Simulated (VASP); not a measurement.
# CoSi (P2_13) in VASP: notebook, part 2 of 2

VASP 6.6.1.

## Step 3: Single point, PBE

This run uses another cell than the first one, of 10.87 Å³/atom, 0.995 times its volume.

INCAR

```
  PREC = Accurate
  ENCUT = 520
  EDIFF = 1E-6
  ISMEAR = 0
  SIGMA = 0.1
  LREAL = False
  LASPH = True
  NELM = 100
  ALGO = Normal
  ISIF = 2
  LWAVE = False
  LCHARG = False
  GGA = PE
  NBANDS = 36
```

KPOINTS

```
Automatic mesh
0
Gamma
  8 8 8
```

POSCAR

```
CoSi
1.0
    4.4308490603      0.0000000000      0.0000000000
    0.0000000000      4.4308490603      0.0000000000
    0.0000000000      0.0000000000      4.4308490603
Co Si
4 4
Direct
    0.1450189116      0.1450189116      0.1450189116
    0.3549810884      0.8549810884      0.6450189116
    0.6450189116      0.3549810884      0.8549810884
    0.8549810884      0.6450189116      0.3549810884
    0.8431597103      0.8431597103      0.8431597103
    0.6568402897      0.1568402897      0.3431597103
    0.3431597103      0.6568402897      0.1568402897
    0.1568402897      0.3431597103      0.6568402897
```

Potentials or basis: VASP PAW PBE potentials, release 64 (Co, Si).

On the command line:

```console
cat potpaw_PBE.64/Co/POTCAR potpaw_PBE.64/Si/POTCAR > POTCAR
mpirun -np 1 vasp_std > vasp.out
```

OUTCAR:

```text
PREC = Accurate
   ENCUT = 520
   EDIFF = 1E-6
   ISMEAR = 0
   LREAL = False
   LASPH = True
   NELM = 100
   ISIF = 2
   GGA = PE

 ion  position               nearest neighbor table
   1  0.145  0.145  0.145-   5 2.32   8 2.34   7 2.34   6 2.34   7 2.43   8 2.43   6 2.43   3 2.72
                             4 2.72   2 2.72   2 2.72   4 2.72   3 2.72
   2  0.355  0.855  0.645-   6 2.32   7 2.34   5 2.34   8 2.34   7 2.43   8 2.43   5 2.43   1 2.72
                             1 2.72   3 2.72   3 2.72   4 2.72   4 2.72
   3  0.645  0.355  0.855-   7 2.32   6 2.34   5 2.34   8 2.34   8 2.43   6 2.43   5 2.43   1 2.72
                             4 2.72   2 2.72   2 2.72   4 2.72   1 2.72
   4  0.855  0.645  0.355-   8 2.32   5 2.34   7 2.34   6 2.34   6 2.43   5 2.43   7 2.43   1 2.72
                             3 2.72   2 2.72   1 2.72   2 2.72   3 2.72
   5  0.843  0.843  0.843-   1 2.32   4 2.34   3 2.34   2 2.34   3 2.43   4 2.43   2 2.43   6 2.74
                             7 2.74   8 2.74   6 2.74   8 2.74   7 2.74
   6  0.657  0.157  0.343-   2 2.32   3 2.34   1 2.34   4 2.34   3 2.43   4 2.43   1 2.43   8 2.74
                             5 2.74   5 2.74   7 2.74   7 2.74   8 2.74
   7  0.343  0.657  0.157-   3 2.32   2 2.34   1 2.34   4 2.34   4 2.43   2 2.43   1 2.43   8 2.74
                             5 2.74   8 2.74   6 2.74   6 2.74   5 2.74
   8  0.157  0.343  0.657-   4 2.32   1 2.34   3 2.34   2 2.34   2 2.43   1 2.43   3 2.43   7 2.74
                             5 2.74   7 2.74   5 2.74   6 2.74   6 2.74

  LATTYP: Found a simple cubic cell.
 ALAT       =     4.4308490603

  Lattice vectors:

 A1 = (   4.4308490603,   0.0000000000,   0.0000000000)
 A2 = (   0.0000000000,   4.4308490603,   0.0000000000)
 A3 = (   0.0000000000,   0.0000000000,   4.4308490603)

Analysis of symmetry for initial positions (statically):
=====================================================================
 Subroutine PRICEL returns:
 Original cell was already a primitive cell.

[... 155 lines left out ...]
     AMIX_MAG =   1.60;   BMIX_MAG =  1.00
  volume/ion in A,a.u.               =      10.87        73.38
  Fermi-wavevector in a.u.,A,eV,Ry     =   1.379079  2.606080 25.876343  1.901858
  Thomas-Fermi vector in A             =   2.504081
   LORBIT       =      0    0 simple, 1 ext, 2 COOP (PROOUT), +10 PAW based schemes
   GGA     = PE    functional components
   LHFCALC =     F    Hartree Fock is set to
   AEXX    =    0.0000 exact exchange contribution
   IVDW    =     0    specifies the selected vdW correction
   LEPSILON=     F    determine dielectric tensor
   LRPA    =     F    only Hartree local field effects (RPA)
 non-spin polarized calculation
 Gauss-broadening in eV      SIGMA  =   0.10
  energy-cutoff  :      520.00
  volume of cell :       86.99
 maximum number of plane-waves:      2360
 NGX is ok and might be reduce to    36
   NGX = 17   NGY = 17   NGZ = 17

 number of electron      52.0000004 magnetization

 Free energy of the ion-electron system (eV)
  ---------------------------------------------------
  ext. energy  EPLUGINS =         0.00000000
  ---------------------------------------------------
  free energy    TOTEN  =       -54.75144886 eV

  energy without entropy =      -54.74458139  energy(sigma->0) =      -54.74801512

 E-fermi :  12.1214     XC(G=0): -12.8669

 val. band max:       12.1020522855   @ k =   0.5000   0.5000   0.3750
 cond. band min:      12.2405865297   @ k =   0.3750   0.3750   0.3750
 fundamental gap:      0.1385342442
 Fermi energy:        12.1213894473

 k-point     1 :       0.0000    0.0000    0.0000
  band No.  band energies     occupation
      1      -1.5642      2.00000
      2       3.9299      2.00000
      3       3.9299      2.00000
      4       3.9299      2.00000
      5       6.6303      2.00000
      6       6.6303      2.00000
[... 925 lines left out ...]
     35      16.9444      0.00000
     36      17.7541      0.00000

 [... further k-points ...]
[... 5 lines left out ...]
  --------------------------------------------------------------------------------------
  -------------------------------------------------------------------------------------
  Total       -0.0623251     -0.0623251     -0.0623251      0.0000000      0.0000000      0.0000000
  in kB       -1.1479222     -1.1479222     -1.1479222      0.0000000      0.0000000      0.0000000
  external PRESSURE =      -1.1479222 kB  Pullay stress =       0.0000000 kB

 VOLUME and BASIS-vectors are now :
 -----------------------------------------------------------------------------
  energy-cutoff  :      520.00
  volume of cell :       86.99
      direct lattice vectors                 reciprocal lattice vectors
     4.430849060  0.000000000  0.000000000     0.225690378  0.000000000  0.000000000
     0.000000000  4.430849060  0.000000000     0.000000000  0.225690378  0.000000000
     0.000000000  0.000000000  4.430849060     0.000000000  0.000000000  0.225690378

 POSITION                                       TOTAL-FORCE (eV/Angst)
 -----------------------------------------------------------------------------------
      0.64256      0.64256      0.64256         0.001046      0.001046      0.001046
      1.57287      3.78829      2.85798        -0.001046     -0.001046      0.001046
      2.85798      1.57287      3.78829         0.001046     -0.001046     -0.001046
      3.78829      2.85798      1.57287        -0.001046      0.001046     -0.001046
      3.73591      3.73591      3.73591         0.002038      0.002038      0.002038
      2.91036      0.69494      1.52049        -0.002038     -0.002038      0.002038
      1.52049      2.91036      0.69494         0.002038     -0.002038     -0.002038
      0.69494      1.52049      2.91036        -0.002038      0.002038     -0.002038
 -----------------------------------------------------------------------------------
    total drift:                               -0.000000      0.000000      0.000000

  FREE ENERGIE OF THE ION-ELECTRON SYSTEM (eV)
  ---------------------------------------------------
  free  energy   TOTEN  =       -54.7514488597 eV

  energy  without entropy=      -54.7445813863  energy(sigma->0) =      -54.74801512
```

OSZICAR:

```text
N       E                     dE             d eps       ncg     rms          rms(c)
DAV:   1     0.355431435220E+03    0.35543E+03   -0.22161E+04  3240   0.167E+03
DAV:   2    -0.308775551403E+02   -0.38631E+03   -0.36850E+03  3240   0.362E+02
DAV:   3    -0.594608820009E+02   -0.28583E+02   -0.27221E+02  3540   0.119E+02
DAV:   4    -0.606393381839E+02   -0.11785E+01   -0.11640E+01  4144   0.219E+01
DAV:   5    -0.606848685524E+02   -0.45530E-01   -0.45470E-01  4144   0.415E+00    0.275E+01
DAV:   6    -0.668613077728E+02   -0.61764E+01   -0.11092E+02  4232   0.133E+02    0.278E+01
DAV:   7    -0.546776329528E+02    0.12184E+02   -0.47924E+01  3736   0.971E+01    0.720E+00
DAV:   8    -0.548515011200E+02   -0.17387E+00   -0.40426E+00  3628   0.101E+01    0.293E+00
DAV:   9    -0.547561293364E+02    0.95372E-01   -0.24424E-01  4608   0.600E+00    0.945E-01
DAV:  10    -0.547524868309E+02    0.36425E-02   -0.17523E-02  3708   0.848E-01    0.310E-01
DAV:  11    -0.547515117068E+02    0.97512E-03   -0.22870E-03  5300   0.535E-01    0.104E-01
DAV:  12    -0.547514543404E+02    0.57366E-04   -0.20942E-04  4748   0.136E-01    0.379E-02
DAV:  13    -0.547514530160E+02    0.13244E-05   -0.67832E-05  5044   0.532E-02    0.331E-02
DAV:  14    -0.547514488557E+02    0.41603E-05   -0.20607E-05  4652   0.397E-02    0.257E-03
DAV:  15    -0.547514488597E+02   -0.39845E-08   -0.10077E-06  1888   0.777E-03
   1 F= -.54751449E+02 E0= -.54748015E+02  d E =-.686747E-02
```

Wall time 3.7 min (1 thread of AMD EPYC 7R43 (Zen 3), shared host); peak memory 0.23 GiB.

What came out:

* Free energy: -54.7514 eV
* Pressure: -0.1 GPa
* Largest force: 0.004 eV/Å
* Band gap on the k mesh: zero (band 26 reaches 12.10 eV, above the bottom of band 27 at 11.89 eV)

Forces on the atoms (eV/Å):
```
Co   0.001  0.001  0.001
Co  -0.001 -0.001  0.001
Co   0.001 -0.001 -0.001
Co  -0.001  0.001 -0.001
Si   0.002  0.002  0.002
Si  -0.002 -0.002  0.002
Si   0.002 -0.002 -0.002
Si  -0.002  0.002 -0.002
```

Levels at points of the mesh, in eV from the Fermi level:
```
           k point  band 24  band 25  band 26  band 27  band 28  band 29
(0.00, 0.00, 0.00)    -0.79    -0.02    -0.02    -0.02     2.48     2.48
(0.50, 0.00, 0.00)    -0.66    -0.50    -0.50     0.99     0.99     1.47
(0.50, 0.50, 0.00)    -1.01    -0.05    -0.05     0.57     0.57     1.99
(0.50, 0.50, 0.50)    -1.23    -0.23    -0.23    -0.23    -0.23     5.39
```

Spin polarisation is off, so any magnetic state and its effect on volume and gap are missing.
